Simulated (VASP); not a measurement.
# Al2Ru (I4/mmm) in VASP: further runs

Al2Ru is run at these levels: PBEsol; tasks: single point.

Program: VASP 6.6.1. These are calculated values, not measurements. Logs are shortened: lines on timing, memory, paths and dates and some standing lists are left out, and cuts for length are marked.

## 1. The cell of the first run

Symmetry: I4/mmm, No. 139, tetragonal system. Conventional cell: a = 3.121 Å, b = 3.121 Å, c = 8.422 Å, α = 90.00°, β = 90.00°, γ = 90.00°. Within 3.4 Å of Al (site symmetry 4mm) lie 5 Ru at 2.58 to 2.87 Å and 9 Al at 2.68 to 3.12 Å. Within 3.4 Å of Ru (site symmetry 4/mmm) lie 10 Al at 2.58 to 2.87 Å and 4 Ru at 3.12 Å.

## 2. Single point, PBEsol

File INCAR:

```
SYSTEM = Al2Ru
  ALGO = Fast
  EDIFF = 1E-7
  ENCUT = 520
  GGA = PS
  ISIF = 2
  ISMEAR = 0
  LASPH = .True.
  LCHARG = .True.
  LELF = .True.
  LREAL = .False.
  LVHAR = .True.
  LWAVE = .False.
  NBANDS = 17
  NELM = 80
  PREC = Accurate
  SIGMA = 0.1
```

File KPOINTS:

```
k-points
0
Gamma
  18 18 18
  0 0 0
```

File POSCAR:

```
Al2Ru
1.0
   -1.5606369532      1.5606369532      4.2110398761
    1.5606369532     -1.5606369532      4.2110398761
    1.5606369532      1.5606369532     -4.2110398761
Al Ru
2 1
Direct
    0.6590805104      0.6590805104      0.0000000000
    0.3409194896      0.3409194896      0.0000000000
    0.0000000000      0.0000000000      0.0000000000
```

Potentials or basis: VASP PAW PBE potentials, release 64 (Al, Ru_pv).

Started as:

```
cat potpaw_PBE.64/Al/POTCAR potpaw_PBE.64/Ru_pv/POTCAR > POTCAR
mpirun -np 1 vasp_std > vasp.out
```

OUTCAR:

```text
SYSTEM = Al2Ru
   EDIFF = 1E-7
   ENCUT = 520
   GGA = PS
   ISIF = 2
   ISMEAR = 0
   LASPH = .True.
   LREAL = .False.
   NELM = 80
   PREC = Accurate

 ion  position               nearest neighbor table
   1  0.659  0.659  0.000-   3 2.58   3 2.58   3 2.58   3 2.58   2 2.68   2 2.69   2 2.69   2 2.69
                             2 2.69   3 2.87
   2  0.341  0.341  0.000-   3 2.58   3 2.58   3 2.58   3 2.58   1 2.68   1 2.69   1 2.69   1 2.69
                             1 2.69   3 2.87
   3  0.000  0.000  0.000-   1 2.58   1 2.58   1 2.58   2 2.58   1 2.58   2 2.58   2 2.58   2 2.58
                             1 2.87   2 2.87

  LATTYP: Found a body centered tetragonal cell.
 ALAT       =     3.1212739064
 C/A-ratio  =     2.6982828181

  Lattice vectors:

 A1 = (  -1.5606369532,   1.5606369532,   4.2110398761)
 A2 = (   1.5606369532,  -1.5606369532,   4.2110398761)
 A3 = (   1.5606369532,   1.5606369532,  -4.2110398761)

Analysis of symmetry for initial positions (statically):
=====================================================================
 Subroutine PRICEL returns:
 Original cell was already a primitive cell.

 Routine SETGRP: Setting up the symmetry group for a
 body centered tetragonal supercell.

 Subroutine GETGRP returns: Found 16 space group operations
 (whereof 16 operations were pure point group operations)
 out of a pool of 16 trial point group operations.

The static configuration has the point symmetry D_4h.

Analysis of symmetry for dynamics (positions and initial velocities):
=====================================================================
 Subroutine PRICEL returns:
 Original cell was already a primitive cell.

 Routine SETGRP: Setting up the symmetry group for a
 body centered tetragonal supercell.

 Subroutine GETGRP returns: Found 16 space group operations
 (whereof 16 operations were pure point group operations)
 out of a pool of 16 trial point group operations.

The dynamic configuration has the point symmetry D_4h.

 Subroutine INISYM returns: Found 16 space group operations
 (whereof 16 operations are pure point group operations),
 and found     1 'primitive' translations

----------------------------------------------------------------------------------------

                                     Primitive cell

  volume of cell :      41.0254

  direct lattice vectors                    reciprocal lattice vectors
    -1.560636953  1.560636953  4.211039876     0.000000000  0.320382007  0.118735518
     1.560636953 -1.560636953  4.211039876     0.320382007  0.000000000  0.118735518
     1.560636953  1.560636953 -4.211039876     0.320382007  0.320382007  0.000000000

  length of vectors
     4.754369804  4.754369804  4.754369804     0.341676388  0.341676388  0.453088580

  position of ions in fractional coordinates (direct lattice)
     0.659080510  0.659080510  0.000000000
     0.340919490  0.340919490  0.000000000
     0.000000000  0.000000000  0.000000000

  ion indices of the primitive-cell ions
   primitive index   ion index
                 1           1
                 2           2
                 3           3

----------------------------------------------------------------------------------------

 KPOINTS: k-points

Automatic generation of k-mesh.
 Grid dimensions read from file:
 generate k-points for:   18   18   18

 Generating k-lattice:

  Cartesian coordinates                     Fractional coordinates (reciprocal lattice)
     0.000000000  0.017799000  0.006596418     0.055555556  0.000000000 -0.000000000
     0.017799000  0.000000000  0.006596418     0.000000000  0.055555556 -0.000000000
     0.017799000  0.017799000  0.000000000     0.000000000  0.000000000  0.055555556

  Length of vectors
     0.018982022  0.018982022  0.025171588

  Shift w.r.t. Gamma in fractional coordinates (k-lattice)
     0.000000000  0.000000000  0.000000000

 Subroutine IBZKPT returns following result:
 ===========================================

 Found    480 irreducible k-points:

 Following reciprocal coordinates:
            Coordinates               Weight
  0.000000  0.000000  0.000000      1.000000
  0.055556 -0.000000  0.000000      8.000000
  0.111111 -0.000000  0.000000      8.000000
  0.166667  0.000000 -0.000000      8.000000
  0.222222  0.000000 -0.000000      8.000000
  0.277778  0.000000 -0.000000      8.000000
[... 16 lines left out ...]
 -0.277778  0.055556  0.000000     16.000000
 -0.222222  0.055556  0.000000     16.000000
 [... further k-points ...]
   k-points           NKPTS =    480   k-points in BZ     NKDIM =    480   number of bands    NBANDS=     17
   number of dos      NEDOS =    301   number of ions     NIONS =      3
   total plane-waves  NPLWV =  46656
   dimension x,y,z NGX =    36 NGY =   36 NGZ =   36
   dimension x,y,z NGXF=    72 NGYF=   72 NGZF=   72
   ions per type =               2   1
   NGX,Y,Z   is equivalent  to a cutoff of  12.59, 12.59, 12.59 a.u.
   NGXF,Y,Z  is equivalent  to a cutoff of  25.18, 25.18, 25.18 a.u.
 SYSTEM =  Al2Ru
   PREC   = accura    normal or accurate (medium, high low for compatibility)
   ISTART =      0    job   : 0-new  1-cont  2-samecut
   ICHARG =      2    charge: 1-file 2-atom 10-const
   ISPIN  =      1    spin polarized calculation?
   LNONCOLLINEAR =      F non collinear calculations
   LSORBIT =      F    spin-orbit coupling
   LASPH  =      T    aspherical Exc in radial PAW
   ENCUT  =  520.0 eV  38.22 Ry    6.18 a.u.   8.84  8.84  8.84*2*pi/ulx,y,z
   NELM   =     80;   NELMIN=  2; NELMDL= -5     # of ELM steps
   EDIFF  = 0.1E-06   stopping-criterion for ELM
   LREAL  =      F    real-space projection
   EDIFFG = 0.1E-05   stopping-criterion for IOM
   NSW    =      0    number of steps for IOM
   IBRION =     -1    ionic relax: 0-MD 1-quasi-New 2-CG
   NFREE  =      0    steps in history (QN), initial steepest desc. (CG)
   ISIF   =      2    stress and relaxation
   ISYM   =      2    0-nonsym 1-usesym 2-fastsym
   POTIM  = 0.5000    time-step for ionic-motion
   TEBEG  =    0.0;   TEEND  =   0.0 temperature during run
   PSTRESS=    0.0 pullay stress
   NELECT =      20.0000    total number of electrons
   NUPDOWN=      -1.0000    fix difference up-down
   EMIN   =  10.00;   EMAX   =-10.00  energy-range for DOS
   EFERMI =   0.00;   METHOD = LEGACY
   ISMEAR =     0;   SIGMA  =   0.10  broadening in eV -4-tet -1-fermi 0-gaus
   EFERMI_NEDOS =   21; number of points for ismear=-14 and -15
   IALGO  =     68    algorithm
   IMIX   =      4    mixing-type and parameters
     AMIX     =   0.40;   BMIX     =  1.00
     AMIX_MAG =   1.60;   BMIX_MAG =  1.00
  volume/ion in A,a.u.               =      13.68        92.28
  Fermi-wavevector in a.u.,A,eV,Ry     =   1.288449  2.434815 22.587032  1.660100
  Thomas-Fermi vector in A             =   2.420402
   LORBIT       =      0    0 simple, 1 ext, 2 COOP (PROOUT), +10 PAW based schemes
   GGA     = PS    functional components
   LHFCALC =     F    Hartree Fock is set to
   AEXX    =    0.0000 exact exchange contribution
   IVDW    =     0    specifies the selected vdW correction
   LEPSILON=     F    determine dielectric tensor
   LRPA    =     F    only Hartree local field effects (RPA)
 non-spin polarized calculation
 RMM-DIIS sequential band-by-band and
 Gauss-broadening in eV      SIGMA  =   0.10
  energy-cutoff  :      520.00
  volume of cell :       41.03
 maximum number of plane-waves:      1122
   NGX = 17   NGY = 17   NGZ = 17

 number of electron      19.9999999 magnetization

 Free energy of the ion-electron system (eV)
  ---------------------------------------------------
  ext. energy  EPLUGINS =         0.00000000
  ---------------------------------------------------
  free energy    TOTEN  =       -20.32943384 eV

  energy without entropy =      -20.32810780  energy(sigma->0) =      -20.32877082

 E-fermi :  10.5617     XC(G=0): -12.0321

 val. band max:       10.5574240808   @ k =  -0.2778   0.1667   0.0556
 cond. band min:      10.5665398796   @ k =  -0.2778   0.2222   0.0000
 fundamental gap:      0.0091157988
 Fermi energy:        10.5616614076

 k-point     1 :       0.0000    0.0000    0.0000
  band No.  band energies     occupation
      1     -32.0310      2.00000
      2     -32.0310      2.00000
      3     -31.9450      2.00000
      4      -0.3826      2.00000
      5       5.1108      2.00000
      6       6.7076      2.00000
[... 9 lines left out ...]
     16      16.8050      0.00000
     17      18.2934      0.00000

 k-point     2 :       0.0556   -0.0000    0.0000
  band No.  band energies     occupation
      1     -32.0351      2.00000
      2     -32.0307      2.00000
      3     -31.9446      2.00000
      4      -0.3245      2.00000
      5       5.1375      2.00000
      6       6.7282      2.00000
[... 9 lines left out ...]
     16      17.0754      0.00000
     17      18.8256      0.00000

 k-point     3 :       0.1111   -0.0000    0.0000
  band No.  band energies     occupation
      1     -32.0468      2.00000
      2     -32.0297      2.00000
      3     -31.9435      2.00000
      4      -0.1512      2.00000
      5       5.2128      2.00000
      6       6.7835      2.00000
[... 9 lines left out ...]
     16      17.5782      0.00000
     17      19.9166      0.00000

 k-point     4 :       0.1667    0.0000   -0.0000
  band No.  band energies     occupation
      1     -32.0647      2.00000
      2     -32.0281      2.00000
      3     -31.9418      2.00000
      4       0.1338      2.00000
      5       5.3201      2.00000
      6       6.8409      2.00000
[... 9 lines left out ...]
     16      18.2475      0.00000
     17      21.1159      0.00000
[... 343 lines left out ...]
      1     -32.1310      2.00000
      2     -32.0262      2.00000
      3     -31.9349      2.00000
      4       1.5694      2.00000
      5       5.4299      2.00000
      6       6.4143      2.00000
[... 9 lines left out ...]
     16      19.8338      0.00000
     17      20.4752      0.00000

 k-point    23 :      -0.2778    0.0556    0.0000
  band No.  band energies     occupation
      1     -32.1093      2.00000
      2     -32.0282      2.00000
      3     -31.9370      2.00000
      4       1.0038      2.00000
      5       5.6305      2.00000
      6       6.5171      2.00000
[... 9 lines left out ...]
     16      19.2943      0.00000
     17      20.9057      0.00000

 k-point    24 :      -0.2222    0.0556    0.0000
  band No.  band energies     occupation
      1     -32.0861      2.00000
      2     -32.0302      2.00000
      3     -31.9392      2.00000
      4       0.5269      2.00000
      5       5.5941      2.00000
      6       6.7701      2.00000
[... 9 lines left out ...]
     16      18.7742      0.00000
     17      21.5080      0.00000

 [... further k-points ...]

------------------------ aborting loop because EDIFF is reached ----------------------------------------

  FORCE on cell =-STRESS in cart. coord.  units (eV):
  Direction    XX          YY          ZZ          XY          YZ          ZX
  --------------------------------------------------------------------------------------
  -------------------------------------------------------------------------------------
  Total        0.0230108      0.0230108      0.0349658      0.0000000      0.0000000      0.0000000
  in kB        0.8986465      0.8986465      1.3655277      0.0000000      0.0000000      0.0000000
  external PRESSURE =       1.0542736 kB  Pullay stress =       0.0000000 kB

 VOLUME and BASIS-vectors are now :
 -----------------------------------------------------------------------------
  energy-cutoff  :      520.00
  volume of cell :       41.03
      direct lattice vectors                 reciprocal lattice vectors
    -1.560636953  1.560636953  4.211039876     0.000000000  0.320382007  0.118735518
     1.560636953 -1.560636953  4.211039876     0.320382007  0.000000000  0.118735518
     1.560636953  1.560636953 -4.211039876     0.320382007  0.320382007  0.000000000

 POSITION                                       TOTAL-FORCE (eV/Angst)
 -----------------------------------------------------------------------------------
      0.00000      0.00000      5.55083        -0.000000     -0.000000      0.003280
      0.00000      0.00000      2.87125         0.000000      0.000000     -0.003280
      0.00000      0.00000      0.00000         0.000000      0.000000     -0.000000
 -----------------------------------------------------------------------------------
    total drift:                               -0.000000      0.000000      0.000000

  FREE ENERGIE OF THE ION-ELECTRON SYSTEM (eV)
  ---------------------------------------------------
  free  energy   TOTEN  =       -20.3294338450 eV

  energy  without entropy=      -20.3281077998  energy(sigma->0) =      -20.32877082
```

Run time: 3.4 min. Hardware: 1 thread of Intel Xeon 6975P-C (Granite Rapids), shared host; peak memory 0.46 GiB.

What came out:

```
Free energy            : -20.3294 eV
Pressure               : 0.1 GPa
Largest force          : 0.003 eV/Å
Band gap on the k mesh : zero (bands 10 and 11 overlap by 0.18 eV)
```

Forces on the atoms (eV/Å):
```
Al   0.000  0.000  0.003
Al   0.000  0.000 -0.003
Ru   0.000  0.000  0.000
```

Caveat: the PAW data sets were made with another functional, which shifts forces and pressure a little.

## 3. Single point, PBEsol

File INCAR:

```
SYSTEM = Al2Ru
  PREC = Accurate
  ENCUT = 520
  EDIFF = 1E-6
  ISMEAR = 0
  SIGMA = 0.15
  LREAL = .FALSE.
  LASPH = .TRUE.
  NELM = 100
  ALGO = Fast
  ISIF = 2
  LWAVE = .FALSE.
  LCHARG = .TRUE.
  GGA = PS
  LELF = .TRUE.
  LVHAR = .TRUE.
  NBANDS = 17
```

File KPOINTS:

```
regular mesh
0
G
  20 20 20
  0 0 0
```

POSCAR is that of step 2.

Potentials or basis: VASP PAW PBE potentials, release 64 (Al, Ru_pv).

Started as:

```
cat potpaw_PBE.64/Al/POTCAR potpaw_PBE.64/Ru_pv/POTCAR > POTCAR
mpirun -np 1 vasp_std > vasp.out
```

Run time: 4.5 min. Hardware: 1 thread of Intel Xeon 6975P-C (Granite Rapids), shared host; peak memory 0.56 GiB.

Results (log left out):

```yaml
Free_energy: -20.3303 eV
Pressure: 0.1 GPa
Band_gap_on_the_k_mesh: zero (bands 10 and 11 overlap by 0.16 eV)
```

Levels at points of the mesh, in eV from the Fermi level:
```tsv
k point	band 6	band 7	band 8	band 9	band 10	band 11	band 12	band 13	band 14	band 15
(0.00, 0.00, 0.00)	-3.83	-1.98	-1.98	-1.93	-0.95	2.45	4.67	6.12	6.12	6.27
(0.50, 0.00, 0.00)	-4.61	-2.92	-2.73	-2.55	-1.41	0.59	3.09	5.15	7.00	8.49
(0.50, 0.50, 0.00)	-3.47	-3.41	-3.08	-1.26	-0.33	0.29	1.86	2.05	4.80	5.39
(0.50, 0.50, 0.50)	-3.99	-2.61	-1.54	-1.54	-0.93	3.16	3.16	6.32	6.55	8.53
```

Caveat: the PAW data sets were made with another functional, which shifts forces and pressure a little.
